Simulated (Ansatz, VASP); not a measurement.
**ZnO: VASP beside Ansatz**

```
CELL_PARAMETERS angstrom
0.00000 2.13377 2.13377
2.13377 0.00000 2.13377
2.13377 2.13377 0.00000
ATOMIC_POSITIONS crystal
Zn 0.00000 0.00000 0.00000
O 0.50000 0.50000 0.50000
```

Alike in both runs: task single point; functional r2SCAN; k mesh 8 × 8 × 8; no spin polarisation.

|  | VASP | Ansatz |
| --- | --- | --- |
| version | VASP 6.6.1 | Ansatz 0.2.0 |
| potentials or method | VASP PAW PBE potentials, release 64 (Zn, O_h) | plane waves, PAW |
| plane-wave cutoff (eV) | 1480 | 500 |
| occupations | gaussian, width 0.01 eV | fixed |
| valence electrons in the cell | 18 | 18 |

VASP gave:

| Quantity | Value |
| --- | --- |
| gap on the k mesh at the Fermi level (eV) | 1.55 |
| pressure (GPa) | 1.2 |

Problem. What did Ansatz give for the same quantities?

Solution. gap on the k mesh at the Fermi level (eV): 1.57; pressure (GPa): 0.0.

VASP's potentials were made for PBE, not for r2SCAN.
